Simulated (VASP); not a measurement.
A run of VASP 6.6.1 is set up as follows.

INCAR

```
SYSTEM = B
  PREC = Accurate
  ENCUT = 910
  EDIFF = 1E-7
  ISMEAR = -1
  SIGMA = 0.1
  LREAL = .FALSE.
  LASPH = .TRUE.
  NELM = 120
  ALGO = Normal
  ISIF = 3
  LWAVE = .FALSE.
  LCHARG = .FALSE.
  GGA = RP
  IBRION = 2
  NSW = 80
  EDIFFG = -0.01
  GGA_COMPAT = .FALSE.
  NELMIN = 4
```

KPOINTS

```
regular mesh
0
G
  17 17 9
  0 0 0
```

Contents of POSCAR:

```
B
1.0
    2.1005919712      0.0000000000      0.0000000000
   -1.0502959856      1.8191660100      0.0000000000
    0.0000000000      0.0000000000      3.4302666889
B
2
Direct
    0.3333333333      0.6666666667      0.2500000000
    0.6666666667      0.3333333333      0.7500000000
```

Potentials or basis: VASP PAW PBE potentials, release 64 (B_h).

Command:

```sh
$ cat potpaw_PBE.64/B_h/POTCAR > POTCAR
$ mpirun -np 1 vasp_std > vasp.out
```

Question: Predict the space group after relaxing (to 0.05 Å).

Answer: P6_3/mmc (No. 194).

Question: What does it give for the relaxed volume?

Answer: 7.73 Å³/atom.

Question: Predict the band gap on the k mesh.

Answer: Zero (band 3 reaches 11.32 eV, above the bottom of band 4 at 1.72 eV).

Question: Predict the relaxed cell.

Answer: a = 1.722 Å, b = 1.722 Å, c = 6.018 Å, α = 90.00°, β = 90.00°, γ = 120.00°.

The path:
| step | energy change (eV) | largest force (eV/Å) | pressure (GPa) | volume (Å³) |
| --- | --- | --- | --- | --- |
| 1 | 0.0000 | 0.0000 | -16.14 | 13.11 |
| 2 | -0.0889 | 0.0000 | 4.79 | 11.89 |
| 3 | -0.0889 | 0.0000 | 4.90 | 11.88 |
| 4 | -0.1462 | 0.0000 | 6.18 | 11.89 |
| 5 | -0.3619 | 0.0000 | 15.13 | 11.83 |
| 6 | -0.4638 | 0.0000 | 54.34 | 11.35 |
| 7 | -0.4183 | 0.0000 | 63.84 | 11.21 |
| 8 | -0.3108 | 0.0000 | 90.87 | 10.91 |
| 9 | -0.3732 | 0.0000 | 77.70 | 11.03 |
| 10 | -0.3358 | 0.0000 | 86.50 | 10.95 |
| 11 | -0.3386 | 0.0000 | 86.83 | 10.95 |
| 12 | -0.3459 | 0.0000 | 87.89 | 10.97 |
| 13 | -0.3558 | 0.0000 | 90.16 | 11.00 |
| 14 | -0.3591 | 0.0000 | 95.12 | 11.07 |
| 15 | -0.3766 | 0.0000 | 93.94 | 11.10 |
| 16 | -0.4281 | 0.0000 | 90.48 | 11.20 |
| 17 | -0.5258 | 0.0000 | 83.88 | 11.41 |
| 18 | -0.6988 | 0.0000 | 71.75 | 11.83 |
| 19 | -0.9617 | 0.0000 | 50.54 | 12.69 |
| 20 | -1.2185 | 0.0000 | 20.68 | 14.49 |
| 21 | -1.2445 | 0.0000 | 12.72 | 15.16 |
| 22 | -1.2466 | 0.0000 | 10.76 | 15.34 |
| 23 | -1.2689 | 0.0000 | 7.94 | 15.36 |
| 24 | -1.2948 | 0.0000 | 0.31 | 15.38 |
| 25 | -1.2948 | 0.0000 | 0.63 | 15.38 |
| 26 | -1.2948 | 0.0000 | 0.82 | 15.38 |
| 27 | -1.2949 | 0.0000 | 0.66 | 15.40 |
| 28 | -1.2950 | 0.0000 | 0.19 | 15.45 |
| 29 | -1.2950 | 0.0000 | 0.06 | 15.45 |

Caveat: the volume moved by over 15 % at a fixed basis, so the end points are rough; the PAW data sets were made with another functional, which shifts forces and pressure a little.
